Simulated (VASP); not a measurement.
# Fe (I4/mmm) in VASP: notebook, part 2 of 2

VASP 6.6.1. The steps go on from the part before.

### 4 Single point, PBE, collinear spin, ferromagnetic start (normal strain along x +0.0733, normal strain along z +0.0000)

The input, INCAR:

```
  PREC = Accurate
  ENCUT = 520
  EDIFF = 1E-6
  ISMEAR = 0
  SIGMA = 0.15
  LREAL = False
  LASPH = True
  NELM = 150
  ALGO = Normal
  ISIF = 2
  LWAVE = False
  LCHARG = True
  ISPIN = 2
  MAGMOM = 2.44
  LORBIT = 11
  LMAXMIX = 4
  GGA = PE
  LELF = True
  LVHAR = True
  NBANDS = 14
```

The input, KPOINTS:

```
regular mesh
0
Gamma
  10 10 10
```

The input, POSCAR:

```
Fe
1.0
   -1.5195513979      1.4157750842      1.4157750842
    1.5195513979     -1.4157750842      1.4157750842
    1.5195513979      1.4157750842     -1.4157750842
Fe
1
Direct
    0.0000000000      0.0000000000      0.0000000000
```

Potentials or basis: VASP PAW PBE potentials, release 64 (Fe).

Started as:

```
$ cat potpaw_PBE.64/Fe/POTCAR > POTCAR
$ mpirun -np 1 vasp_std > vasp.out
```

OUTCAR:

```text
PREC = Accurate
   ENCUT = 520
   EDIFF = 1E-6
   ISMEAR = 0
   LREAL = False
   LASPH = True
   NELM = 150
   ISIF = 2
   ISPIN = 2
   LORBIT = 11
   GGA = PE

 ion  position               nearest neighbor table
   1  0.000  0.000  0.000-

  LATTYP: Found a body centered tetragonal cell.
 ALAT       =     2.8315501684
 C/A-ratio  =     1.0733000000

  Lattice vectors:

 A1 = (  -1.5195513979,   1.4157750842,  -1.4157750842)
 A2 = (  -1.5195513979,  -1.4157750842,   1.4157750842)
 A3 = (   1.5195513979,   1.4157750842,   1.4157750842)

Analysis of symmetry for initial positions (statically):
=====================================================================
 Subroutine PRICEL returns:
 Original cell was already a primitive cell.

 Routine SETGRP: Setting up the symmetry group for a
 body centered tetragonal supercell.

 Subroutine GETGRP returns: Found 16 space group operations
 (whereof 16 operations were pure point group operations)
 out of a pool of 16 trial point group operations.

The static configuration has the point symmetry D_4h.

Analysis of symmetry for dynamics (positions and initial velocities):
=====================================================================
 Subroutine PRICEL returns:
 Original cell was already a primitive cell.

 Routine SETGRP: Setting up the symmetry group for a
 body centered tetragonal supercell.

 Subroutine GETGRP returns: Found 16 space group operations
 (whereof 16 operations were pure point group operations)
 out of a pool of 16 trial point group operations.

The dynamic configuration has the point symmetry D_4h.

Analysis of structural, dynamic, and magnetic symmetry:
=====================================================================
 Subroutine PRICEL returns:
 Original cell was already a primitive cell.

 Routine SETGRP: Setting up the symmetry group for a
 body centered tetragonal supercell.

 Subroutine GETGRP returns: Found 16 space group operations
 (whereof 16 operations were pure point group operations)
[... 152 lines left out ...]
 fundamental gap:      0.0021161703
 Fermi energy:         5.1275168312

 spin component 1

 k-point     1 :       0.0000    0.0000    0.0000
  band No.  band energies     occupation
      1      -2.8881      1.00000
      2       2.8686      1.00000
      3       2.8686      1.00000
      4       3.1505      1.00000
      5       3.8475      1.00000
      6       4.1544      1.00000
      7      28.5611      0.00000
      8      29.9077      0.00000
      9      29.9077      0.00000
     10      33.6772      0.00000
     11      34.6697      0.00000
     12      34.6895      0.00000
     13      35.3455      0.00000
     14      35.3455      0.00000
[... 379 lines left out ...]
      3       3.5407      1.00000
      4       4.0245      1.00000
      5       4.6270      1.00000
      6       6.5416      0.00000
      7      12.2500      0.00000
      8      21.6213      0.00000
      9      24.2824      0.00000
     10      29.4725      0.00000
     11      33.3877      0.00000
     12      35.2938      0.00000
     13      42.6210      0.00000
     14      44.1403      0.00000

 [... further k-points ...]

 spin component 2

 k-point     1 :       0.0000    0.0000    0.0000
  band No.  band energies     occupation
      1      -2.7477      1.00000
      2       4.8436      0.99628
      3       4.8438      0.99627
      4       5.3128      0.04031
      5       6.5745      0.00000
      6       7.0788      0.00000
      7      28.2364      0.00000
      8      29.6520      0.00000
      9      29.6520      0.00000
     10      33.9647      0.00000
     11      34.6671      0.00000
     12      35.7192      0.00000
     13      35.9792      0.00000
     14      35.9793      0.00000
[... 379 lines left out ...]
      3       4.9089      0.98034
      4       6.4584      0.00000
      5       7.2225      0.00000
      6       8.1944      0.00000
      7      13.5226      0.00000
      8      21.9657      0.00000
      9      24.7358      0.00000
     10      29.7829      0.00000
     11      33.9226      0.00000
     12      35.5352      0.00000
     13      42.8187      0.00000
     14      44.7157      0.00000

 [... further k-points ...]
[... 5 lines left out ...]
  --------------------------------------------------------------------------------------
  -------------------------------------------------------------------------------------
  Total       -1.0742002     -0.7189836     -0.7189836      0.0000000      0.0000000      0.0000000
  in kB     -141.2641335    -94.5508944    -94.5508944      0.0000000      0.0000000      0.0000000
  external PRESSURE =    -110.1219741 kB  Pullay stress =       0.0000000 kB

 VOLUME and BASIS-vectors are now :
 -----------------------------------------------------------------------------
  energy-cutoff  :      520.00
  volume of cell :       12.18
      direct lattice vectors                 reciprocal lattice vectors
    -1.519551398  1.415775084  1.415775084     0.000000000  0.353163441  0.353163441
     1.519551398 -1.415775084  1.415775084     0.329044480  0.000000000  0.353163441
     1.519551398  1.415775084 -1.415775084     0.329044480  0.353163441  0.000000000

 POSITION                                       TOTAL-FORCE (eV/Angst)
 -----------------------------------------------------------------------------------
      0.00000      0.00000      0.00000        -0.000000      0.000000     -0.000000
 -----------------------------------------------------------------------------------
    total drift:                                0.000000     -0.000000      0.000000

  FREE ENERGIE OF THE ION-ELECTRON SYSTEM (eV)
  ---------------------------------------------------
  free  energy   TOTEN  =        -8.2067236638 eV

  energy  without entropy=       -8.1959608569  energy(sigma->0) =       -8.20134226

 total charge

# of ion       s       p       d       tot
------------------------------------------
    1        0.458   0.480   6.195   7.134

 magnetization (x)

# of ion       s       p       d       tot
------------------------------------------
    1       -0.016  -0.058   2.382   2.309
```

Wall time 25 s (1 thread of Intel Xeon Platinum 8488C (Sapphire Rapids), shared host); peak memory 0.15 GiB.

What came out:

* Free energy: -8.2067 eV
* Pressure: -11.0 GPa
* Net moment: 2.30 μB per cell
* Site moments: Fe +2.31 μB
* Valence electrons inside the program's atomic spheres: Fe 7.13

Stress tensor (GPa, compression positive):
```
-14.13   0.00   0.00
  0.00  -9.46   0.00
  0.00   0.00  -9.46
```

Caveat: the cell differs from its parent crystal (normal strain along x +0.0733, normal strain along z +0.0000).

### 5 The runs side by side

```tsv
cell	gap on the mesh (eV)	pressure (GPa)	moment (μB)
a = 2.366 Å, angles 115.6, 106.5, 106.5°, 1 atom	none	29.1	1.91
a = 2.394 Å, angles 113.5, 107.5, 107.5°, 1 atom	none	18.1	2.06
a = 2.514 Å, angles 105.6, 111.4, 111.4°, 1 atom	none	-11.0	2.30
```

Alike in all rows: task single point; level PBE; potentials or basis VASP PAW PBE potentials, release 64 (Fe); spin collinear, ferromagnetic start; k mesh 10 × 10 × 10; cutoff (eV) 520; smearing gaussian 0.15 eV.

Total energies depend on the potentials used, so only differences within one code and one set of settings carry meaning.
